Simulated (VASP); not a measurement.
# Ru in VASP: notebook, part 3 of 3

VASP 6.6.1.

**5. Single point, PBE (the cell strained at random)**

INCAR reads:

```
  PREC = Accurate
  ENCUT = 520
  EDIFF = 1E-6
  ISMEAR = 0
  SIGMA = 0.1
  LREAL = F
  LASPH = T
  NELM = 80
  ALGO = Fast
  ISIF = 2
  LWAVE = F
  LCHARG = F
  GGA = PE
  NBANDS = 13
```

KPOINTS reads:

```
Automatic mesh
0
Gamma
  16 16 16
```

POSCAR reads:

```
Ru
1.0
   -0.0214097000      1.9108253000      1.9237132500
    1.9385736500     -0.0340870000      1.9363905500
    1.9216833500      1.9066123000     -0.0171967000
Ru
1
Direct
    0.0000000000      0.0000000000      0.0000000000
```

Potentials or basis: VASP PAW PBE potentials, release 64 (Ru_pv).

Launch:

```
$ cat potpaw_PBE.64/Ru_pv/POTCAR > POTCAR
$ mpirun -np 1 vasp_std > vasp.out
```

OUTCAR:

```text
PREC = Accurate
   ENCUT = 520
   EDIFF = 1E-6
   ISMEAR = 0
   LREAL = F
   LASPH = T
   NELM = 80
   ISIF = 2
   GGA = PE

 ion  position               nearest neighbor table
   1  0.000  0.000  0.000-

  LATTYP: Found a triclinic cell.
 ALAT       =     4.7868622704
 B/A-ratio  =     0.5724472031
 C/A-ratio  =     0.5737387812
 COS(alpha) =     0.0011444540
 COS(beta)  =     0.2890943981
 COS(gamma) =     0.8690387693

  Lattice vectors:

 A1 = (  -3.8985570000,   1.9789993000,  -1.9490678500)
 A2 = (  -1.9385736500,   0.0340870000,  -1.9363905500)
 A3 = (  -1.9430930500,   0.0042130000,   1.9409099500)

Analysis of symmetry for initial positions (statically):
=====================================================================
 Subroutine PRICEL returns:
 Original cell was already a primitive cell.

 Routine SETGRP: Setting up the symmetry group for a
 triclinic supercell.

 Subroutine GETGRP returns: Found  2 space group operations
 (whereof  2 operations were pure point group operations)
 out of a pool of  2 trial point group operations.

The static configuration has the point symmetry S_2 .

Analysis of symmetry for dynamics (positions and initial velocities):
=====================================================================
 Subroutine PRICEL returns:
 Original cell was already a primitive cell.

 Routine SETGRP: Setting up the symmetry group for a
 triclinic supercell.

 Subroutine GETGRP returns: Found  2 space group operations
 (whereof  2 operations were pure point group operations)
 out of a pool of  2 trial point group operations.

The dynamic configuration has the point symmetry S_2 .

 Subroutine INISYM returns: Found  2 space group operations
 (whereof  2 operations are pure point group operations),
 and found     1 'primitive' translations

----------------------------------------------------------------------------------------

                                     Primitive cell

  volume of cell :      14.4894

  direct lattice vectors                    reciprocal lattice vectors
    -0.021409700  1.910825300  1.923713250    -0.254762344  0.259117706  0.259610910
     1.938573650 -0.034087000  1.936390550     0.255402492 -0.255110162  0.256243514
     1.921683350  1.906612300 -0.017196700     0.259891451  0.260239269 -0.255603366

  length of vectors
     2.711528051  2.740225918  2.707089412     0.446591157  0.442687662  0.447885169

  position of ions in fractional coordinates (direct lattice)
     0.000000000  0.000000000  0.000000000

  ion indices of the primitive-cell ions
   primitive index   ion index
                 1           1

----------------------------------------------------------------------------------------

 KPOINTS: Automatic mesh

Automatic generation of k-mesh.
 Grid dimensions read from file:
 generate k-points for:   16   16   16

 Generating k-lattice:

  Cartesian coordinates                     Fractional coordinates (reciprocal lattice)
    -0.015922646  0.016194857  0.016225682     0.062500000  0.000000000  0.000000000
     0.015962656 -0.015944385  0.016015220     0.000000000  0.062500000  0.000000000
     0.016243216  0.016264954 -0.015975210     0.000000000 -0.000000000  0.062500000

  Length of vectors
     0.027911947  0.027667979  0.027992823

  Shift w.r.t. Gamma in fractional coordinates (k-lattice)
     0.000000000  0.000000000  0.000000000

 Subroutine IBZKPT returns following result:
 ===========================================

 Found   2052 irreducible k-points:

 Following reciprocal coordinates:
            Coordinates               Weight
  0.000000  0.000000  0.000000      1.000000
  0.062500  0.000000 -0.000000      2.000000
  0.125000  0.000000 -0.000000      2.000000
  0.187500  0.000000 -0.000000      2.000000
  0.250000  0.000000 -0.000000      2.000000
  0.312500 -0.000000 -0.000000      2.000000
[... 16 lines left out ...]
 -0.187500  0.062500  0.000000      2.000000
 -0.125000  0.062500  0.000000      2.000000
 [... further k-points ...]
   k-points           NKPTS =   2052   k-points in BZ     NKDIM =   2052   number of bands    NBANDS=     13
   number of dos      NEDOS =    301   number of ions     NIONS =      1
   total plane-waves  NPLWV =   8000
   dimension x,y,z NGX =    20 NGY =   20 NGZ =   20
   dimension x,y,z NGXF=    40 NGYF=   40 NGZF=   40
   ions per type =               1
   NGX,Y,Z   is equivalent  to a cutoff of  12.26, 12.13, 12.28 a.u.
   NGXF,Y,Z  is equivalent  to a cutoff of  24.52, 24.27, 24.56 a.u.
 SYSTEM =  unknown system
   PREC   = accura    normal or accurate (medium, high low for compatibility)
   ISTART =      0    job   : 0-new  1-cont  2-samecut
   ICHARG =      2    charge: 1-file 2-atom 10-const
   ISPIN  =      1    spin polarized calculation?
   LNONCOLLINEAR =      F non collinear calculations
   LSORBIT =      F    spin-orbit coupling
   LASPH  =      T    aspherical Exc in radial PAW
   ENCUT  =  520.0 eV  38.22 Ry    6.18 a.u.   5.04  5.10  5.03*2*pi/ulx,y,z
   NELM   =     80;   NELMIN=  2; NELMDL= -5     # of ELM steps
   EDIFF  = 0.1E-05   stopping-criterion for ELM
   LREAL  =      F    real-space projection
   EDIFFG = 0.1E-04   stopping-criterion for IOM
   NSW    =      0    number of steps for IOM
   IBRION =     -1    ionic relax: 0-MD 1-quasi-New 2-CG
   NFREE  =      0    steps in history (QN), initial steepest desc. (CG)
   ISIF   =      2    stress and relaxation
   ISYM   =      2    0-nonsym 1-usesym 2-fastsym
   POTIM  = 0.5000    time-step for ionic-motion
   TEBEG  =    0.0;   TEEND  =   0.0 temperature during run
   PSTRESS=    0.0 pullay stress
   NELECT =      14.0000    total number of electrons
   NUPDOWN=      -1.0000    fix difference up-down
   EMIN   =  10.00;   EMAX   =-10.00  energy-range for DOS
   EFERMI =   0.00;   METHOD = LEGACY
   ISMEAR =     0;   SIGMA  =   0.10  broadening in eV -4-tet -1-fermi 0-gaus
   EFERMI_NEDOS =   21; number of points for ismear=-14 and -15
   IALGO  =     68    algorithm
   IMIX   =      4    mixing-type and parameters
     AMIX     =   0.40;   BMIX     =  1.00
     AMIX_MAG =   1.60;   BMIX_MAG =  1.00
  volume/ion in A,a.u.               =      14.49        97.78
  Fermi-wavevector in a.u.,A,eV,Ry     =   1.618454  3.058435 35.639026  2.619395
  Thomas-Fermi vector in A             =   2.712715
   LORBIT       =      0    0 simple, 1 ext, 2 COOP (PROOUT), +10 PAW based schemes
   GGA     = PE    functional components
   LHFCALC =     F    Hartree Fock is set to
   AEXX    =    0.0000 exact exchange contribution
   IVDW    =     0    specifies the selected vdW correction
   LEPSILON=     F    determine dielectric tensor
   LRPA    =     F    only Hartree local field effects (RPA)
 non-spin polarized calculation
 RMM-DIIS sequential band-by-band and
 Gauss-broadening in eV      SIGMA  =   0.10
  energy-cutoff  :      520.00
  volume of cell :       14.49
 maximum number of plane-waves:       400
   NGX = 11   NGY = 11   NGZ =  9

 number of electron      13.9999996 magnetization

 Free energy of the ion-electron system (eV)
  ---------------------------------------------------
  ext. energy  EPLUGINS =         0.00000000
  ---------------------------------------------------
  free energy    TOTEN  =        -9.08928509 eV

  energy without entropy =       -9.08318616  energy(sigma->0) =       -9.08623563

 E-fermi :  11.6424     XC(G=0): -13.7178

 val. band max:       11.6407927781   @ k =  -0.1250   0.3750   0.3750
 cond. band min:      11.6434569645   @ k =  -0.3750  -0.3750   0.1250
 fundamental gap:      0.0026641864
 Fermi energy:        11.6423840746

 k-point     1 :       0.0000    0.0000    0.0000
  band No.  band energies     occupation
      1     -30.8283      2.00000
      2     -30.8121      2.00000
      3     -30.7924      2.00000
      4       4.0865      2.00000
      5       9.1135      2.00000
      6       9.2126      2.00000
      7       9.4600      2.00000
      8      11.4408      1.99564
      9      11.5362      1.86698
     10      22.2237      0.00000
     11      26.6882      0.00000
     12      31.7535      0.00000
     13      31.9830      0.00000
[... 353 lines left out ...]
 k-point    24 :      -0.1250    0.0625    0.0000
  band No.  band energies     occupation
      1     -30.9982      2.00000
      2     -30.8672      2.00000
      3     -30.8138      2.00000
      4       4.9982      2.00000
      5       8.7658      2.00000
      6       9.4845      2.00000
      7       9.7728      2.00000
      8      11.1484      2.00000
      9      11.6024      1.42836
     10      22.2237      0.00000
     11      27.9985      0.00000
     12      29.0940      0.00000
     13      32.4929      0.00000

 [... further k-points ...]

------------------------ aborting loop because EDIFF is reached ----------------------------------------

  FORCE on cell =-STRESS in cart. coord.  units (eV):
  Direction    XX          YY          ZZ          XY          YZ          ZX
  --------------------------------------------------------------------------------------
  -------------------------------------------------------------------------------------
  Total       -1.2096268     -1.0464388     -1.1938481      0.3714994      0.2917810      0.0416372
  in kB     -133.7552481   -115.7106289   -132.0105108     41.0787826     32.2638646      4.6040587
  external PRESSURE =    -127.1587960 kB  Pullay stress =       0.0000000 kB

 VOLUME and BASIS-vectors are now :
 -----------------------------------------------------------------------------
  energy-cutoff  :      520.00
  volume of cell :       14.49
      direct lattice vectors                 reciprocal lattice vectors
    -0.021409700  1.910825300  1.923713250    -0.254762344  0.259117706  0.259610910
     1.938573650 -0.034087000  1.936390550     0.255402492 -0.255110162  0.256243514
     1.921683350  1.906612300 -0.017196700     0.259891451  0.260239269 -0.255603366

 POSITION                                       TOTAL-FORCE (eV/Angst)
 -----------------------------------------------------------------------------------
      0.00000      0.00000      0.00000        -0.000000     -0.000000      0.000000
 -----------------------------------------------------------------------------------
    total drift:                                0.000000     -0.000000      0.000000

  FREE ENERGIE OF THE ION-ELECTRON SYSTEM (eV)
  ---------------------------------------------------
  free  energy   TOTEN  =        -9.0892850938 eV

  energy  without entropy=       -9.0831861582  energy(sigma->0) =       -9.08623563
```

OSZICAR:

```text
N       E                     dE             d eps       ncg     rms          rms(c)
DAV:   1     0.105934324195E+03    0.10593E+03   -0.84359E+03 53695   0.114E+03
DAV:   2    -0.852054525838E+01   -0.11445E+03   -0.10996E+03 57657   0.322E+02
DAV:   3    -0.977911392351E+01   -0.12586E+01   -0.12540E+01 60317   0.371E+01
DAV:   4    -0.978286724321E+01   -0.37533E-02   -0.37532E-02 57987   0.219E+00
DAV:   5    -0.978289289787E+01   -0.25655E-04   -0.25655E-04 60847   0.165E-01    0.108E+01
RMM:   6    -0.912779471286E+01    0.65510E+00   -0.10588E+00 54130   0.101E+01    0.261E+00
RMM:   7    -0.909264536985E+01    0.35149E-01   -0.86711E-02 54795   0.298E+00    0.657E-01
RMM:   8    -0.908936147649E+01    0.32839E-02   -0.79271E-03 58108   0.101E+00    0.158E-01
RMM:   9    -0.908928687973E+01    0.74597E-04   -0.80062E-04 62444   0.321E-01    0.439E-02
RMM:  10    -0.908928980888E+01   -0.29292E-05   -0.80990E-05 62670   0.117E-01    0.117E-02
RMM:  11    -0.908928453990E+01    0.52690E-05   -0.23947E-05 63498   0.608E-02    0.224E-03
RMM:  12    -0.908928509382E+01   -0.55392E-06   -0.39257E-06 51827   0.276E-02
   1 F= -.90892851E+01 E0= -.90862356E+01  d E =-.609894E-02
```

stdout:

```text
POSCAR found type information on POSCAR Ru
 POSCAR found :  1 types and       1 ions
 scaLAPACK will be used
 LDA part: xc-table for (Slater+PW92), standard interpolation
 POSCAR, INCAR and KPOINTS ok, starting setup
 FFT: planning ... GRIDC
 FFT: planning ... GRID_SOFT
 FFT: planning ... GRID
 WAVECAR not read
 entering main loop
WARNING in EDDRMM: call to ZHEGV failed, returncode =   8  4     13
```

Wall time 5.3 min (1 thread of Intel Xeon 8259CL, shared host); peak memory 0.45 GiB.

Results:

- Free energy: -9.0893 eV
- Pressure: -12.7 GPa
- Band gap on the k mesh: zero (bands 7 and 8 overlap by 3.22 eV)

Stress tensor (GPa, compression positive):
```
-13.38   4.11   0.46
  4.11 -11.57   3.23
  0.46   3.23 -13.20
```

Caveat: the cell differs from its parent crystal (the cell strained at random); the cell stands under tension.

**6. The runs side by side**

```csv
cell,k mesh,gap on the mesh (eV),pressure (GPa)
"a = 2.764 Å, angles 60.0°, 1 atom",18 × 18 × 18,none,-19.5
"a = 2.822 Å, angles 60.0°, 1 atom",18 × 18 × 18,none,-30.3
"a = 2.816 Å, angles 60.0°, 1 atom",18 × 18 × 18,none,-29.4
"a = 2.712, b = 2.740, c = 2.707 Å, angles 60.7, 60.9, 60.9°, 1 atom",16 × 16 × 16,none,-12.7
```

Alike in all rows: task single point; level PBE; potentials or basis VASP PAW PBE potentials, release 64 (Ru_pv); no spin polarisation; cutoff (eV) 520; smearing gaussian 0.1 eV.

Caveats: the cell stands under tension; an empty level that is flat over the whole mesh can mark a ghost state of the potentials, or a narrow d or f band (at least some runs).

Absolute energies hang on the potentials; compare differences alone.
